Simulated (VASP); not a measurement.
# MgO (Fm-3m) in VASP: vibrations by perturbation theory with PBEsol

Aim: the vibrations by perturbation theory of MgO with PBEsol.

Everything below comes from runs of VASP 6.6.1. Logs are shortened: lines on timing, memory, paths and dates and some standing lists are left out, and cuts for length are marked.

**1. The cell of the first run**

Symmetry: Fm-3m, No. 225, cubic system. Conventional cell: a = 4.214 Å, b = 4.214 Å, c = 4.214 Å, α = 90.00°, β = 90.00°, γ = 90.00°. Mg (site symmetry m-3m) has 6 O at 2.11 Å within 2.8 Å. O (site symmetry m-3m) has 6 Mg at 2.11 Å within 2.8 Å.

**2. Vibrations by perturbation theory, PBEsol**

File INCAR:

```
SYSTEM = MgO
ALGO = Normal
EDIFF = 1E-8
ENCUT = 520
GGA = PS
IBRION = 8
ISIF = 2
ISMEAR = 0
LASPH = .TRUE.
LCHARG = .FALSE.
LREAL = .FALSE.
LWAVE = .FALSE.
NBANDS = 11
NELM = 60
NSW = 1
PREC = Accurate
SIGMA = 0.01
```

File KPOINTS:

```
k-points
0
G
  12 12 12
  0 0 0
```

File POSCAR:

```
MgO
1.0
    0.0000000000      2.1071341322      2.1071341322
    2.1071341322      0.0000000000      2.1071341322
    2.1071341322      2.1071341322      0.0000000000
Mg O
1 1
Direct
    0.0000000000      0.0000000000      0.0000000000
    0.5000000000      0.5000000000      0.5000000000
```

Potentials or basis: VASP PAW PBE potentials, release 64 (Mg, O).

On the command line:

```console
$ cat potpaw_PBE.64/Mg/POTCAR potpaw_PBE.64/O/POTCAR > POTCAR
$ mpirun -np 1 vasp_std > vasp.out
```

OUTCAR:

```text
SYSTEM = MgO
   EDIFF = 1E-8
   ENCUT = 520
   GGA = PS
   IBRION = 8
   ISIF = 2
   ISMEAR = 0
   LASPH = .TRUE.
   LREAL = .FALSE.
   NELM = 60
   NSW = 1
   PREC = Accurate

 ion  position               nearest neighbor table
   1  0.000  0.000  0.000-   2 2.11   2 2.11   2 2.11   2 2.11   2 2.11   2 2.11
   2  0.500  0.500  0.500-   1 2.11   1 2.11   1 2.11   1 2.11   1 2.11   1 2.11

  LATTYP: Found a face centered cubic cell.
 ALAT       =     4.2142682644

  Lattice vectors:

 A1 = (   0.0000000000,   2.1071341322,   2.1071341322)
 A2 = (   2.1071341322,   0.0000000000,   2.1071341322)
 A3 = (   2.1071341322,   2.1071341322,   0.0000000000)

Analysis of symmetry for initial positions (statically):
=====================================================================
 Subroutine PRICEL returns:
 Original cell was already a primitive cell.

 Routine SETGRP: Setting up the symmetry group for a
 face centered cubic supercell.

 Subroutine GETGRP returns: Found 48 space group operations
 (whereof 48 operations were pure point group operations)
 out of a pool of 48 trial point group operations.

The static configuration has the point symmetry O_h .

Analysis of symmetry for dynamics (positions and initial velocities):
=====================================================================
 Subroutine PRICEL returns:
 Original cell was already a primitive cell.

 Routine SETGRP: Setting up the symmetry group for a
 face centered cubic supercell.

 Subroutine GETGRP returns: Found 48 space group operations
 (whereof 48 operations were pure point group operations)
 out of a pool of 48 trial point group operations.

The dynamic configuration has the point symmetry O_h .

[... 500 lines left out ...]
  Total       -0.0602560     -0.0602560     -0.0602560     -0.0000000      0.0000000     -0.0000000
  in kB       -5.1594600     -5.1594600     -5.1594600     -0.0000000      0.0000000     -0.0000000
  external PRESSURE =      -5.1594600 kB  Pullay stress =       0.0000000 kB

 VOLUME and BASIS-vectors are now :
 -----------------------------------------------------------------------------
  energy-cutoff  :      520.00
  volume of cell :       18.71
      direct lattice vectors                 reciprocal lattice vectors
     0.000000000  2.107134132  2.107134132    -0.237289118  0.237289118  0.237289118
     2.107134132  0.000000000  2.107134132     0.237289118 -0.237289118  0.237289118
     2.107134132  2.107134132  0.000000000     0.237289118  0.237289118 -0.237289118

 POSITION                                       TOTAL-FORCE (eV/Angst)
 -----------------------------------------------------------------------------------
      0.00000      0.00000      0.00000         0.000000     -0.000000      0.000000
      2.10713      2.10713      2.10713        -0.000000      0.000000     -0.000000
 -----------------------------------------------------------------------------------
    total drift:                               -0.000000     -0.000000      0.000000

  FREE ENERGIE OF THE ION-ELECTRON SYSTEM (eV)
  ---------------------------------------------------
  free  energy   TOTEN  =       -12.5124488169 eV

  energy  without entropy=      -12.5124488169  energy(sigma->0) =      -12.51244882

[... ionic steps 2 to 3 ...]

--------------------------------------- Ionic step        4  -------------------------------------------

------------------------ aborting loop because EDIFF is reached ----------------------------------------

[... ionic steps 5 to 6 ...]

--------------------------------------- Ionic step        7  -------------------------------------------

 Free energy of the ion-electron system (eV)
  ---------------------------------------------------
  ---------------------------------------------------
  free energy    TOTEN  =        -0.35753988 eV

  energy without entropy =       -0.35753988

------------------------ aborting loop because EDIFF is reached ----------------------------------------

 INTERNAL STRAIN TENSOR  FOR ION    2  DIRECTION 1   (eV/Angst):
 -----------------------------------------------------------------------------
    -0.00434  0.00000  0.00000
     0.00000  0.00700  0.00000
    -0.00000  0.00000  0.00700

 INTERNAL STRAIN TENSOR FOR ION    2 for displacements in x,y,z  (eV/Angst):
          X           Y           Z          XY          YZ          ZX
  --------------------------------------------------------------------------------
  x     0.00000     0.00000     0.00000     0.00000     0.00000     0.00000
  y     0.00000     0.00000     0.00000     0.00000     0.00000     0.00000
  z     0.00000     0.00000     0.00000     0.00000     0.00000     0.00000

 SECOND DERIVATIVES (NOT SYMMETRIZED)
 ------------------------------------
               1X          1Y          1Z          2X          2Y          2Z
  1X    -5.385867    0.000000    0.000000    5.385867    0.000000    0.000000
  1Y     0.000000   -5.385867    0.000000    0.000000    5.385867    0.000000
  1Z     0.000000    0.000000   -5.385867    0.000000    0.000000    5.385867
  2X     5.409624    0.000000    0.000000   -5.409624    0.000000    0.000000
  2Y     0.000000    5.409624    0.000000    0.000000   -5.409624    0.000000
  2Z     0.000000    0.000000    5.409624    0.000000    0.000000   -5.409624

 Eigenvectors and eigenvalues of the dynamical matrix
 ----------------------------------------------------

   1 f  =   11.695729 THz    73.486431 2PiTHz  390.127518 cm-1    48.369626 meV
             X         Y         Z           dx          dy          dz
      0.000000  0.000000  0.000000     0.000000    0.629222    0.000000
      2.107134  2.107134  2.107134     0.000000   -0.777226    0.000000
[... 21 lines left out ...]
   6 f/i=    0.012587 THz     0.079089 2PiTHz    0.419872 cm-1     0.052057 meV
             X         Y         Z           dx          dy          dz
      0.000000  0.000000  0.000000     0.000000    0.000000    0.777226
      2.107134  2.107134  2.107134     0.000000    0.000000    0.629222

--------------------------------------------------------------------------------------------------------

 ELASTIC MODULI CONTR FROM IONIC RELAXATION (kBar)
 Direction    XX          YY          ZZ          XY          YZ          ZX
 --------------------------------------------------------------------------------
 XX           0.0000      0.0000      0.0000      0.0000      0.0000      0.0000
 YY           0.0000      0.0000      0.0000      0.0000      0.0000      0.0000
 ZZ           0.0000      0.0000      0.0000      0.0000      0.0000      0.0000
 XY           0.0000      0.0000      0.0000      0.0000      0.0000      0.0000
 YZ           0.0000      0.0000      0.0000      0.0000      0.0000      0.0000
 ZX           0.0000      0.0000      0.0000      0.0000      0.0000      0.0000
 --------------------------------------------------------------------------------
```

stdout:

```text
POSCAR found type information on POSCAR MgO
 POSCAR found :  2 types and       2 ions
 scaLAPACK will be used
 -----------------------------------------------------------------------------
|                                                                             |
|                                                                             |
|     You enforced a specific xc type in the INCAR file but a different       |
|     I HOPE YOU KNOW WHAT YOU ARE DOING!                                     |
|                                                                             |
 -----------------------------------------------------------------------------

 LDA part: xc-table for (Slater+PW92), standard interpolation
 POSCAR, INCAR and KPOINTS ok, starting setup
 FFT: planning ... GRIDC
 FFT: planning ... GRID_SOFT
 FFT: planning ... GRID
 WAVECAR not read
 entering main loop
 Linear response reoptimize wavefunctions to high precision
 Linear response DOF=           2
 Linear response progress:
 first order change of Fermi-energy   0.48273E-04
 force on displaced ion       1 direction 1 :  -5.386   0.000   0.000
 Linear response progress:
 first order change of Fermi-energy   0.11593E-02
 force on displaced ion       2 direction 1 :  -5.410   0.000   0.000
 Linear response finished
```

It took 68 s on 1 thread of Intel Xeon Platinum 8259CL at 2.50GHz (Skylake/Cascade Lake), shared host; peak memory 0.22 GiB.

What came out:

| Property | Result |
| --- | --- |
| Highest phonon frequency at Γ, LO-TO splitting left out | 390 cm⁻¹ |

Phonon frequencies in cm⁻¹ (negative: imaginary):
```tsv
q point	frequencies
(0.000, 0.000, 0.000)	0 0 0 390 390 390
```

Caveat: the PAW data sets were made with another functional, which shifts forces and pressure a little.
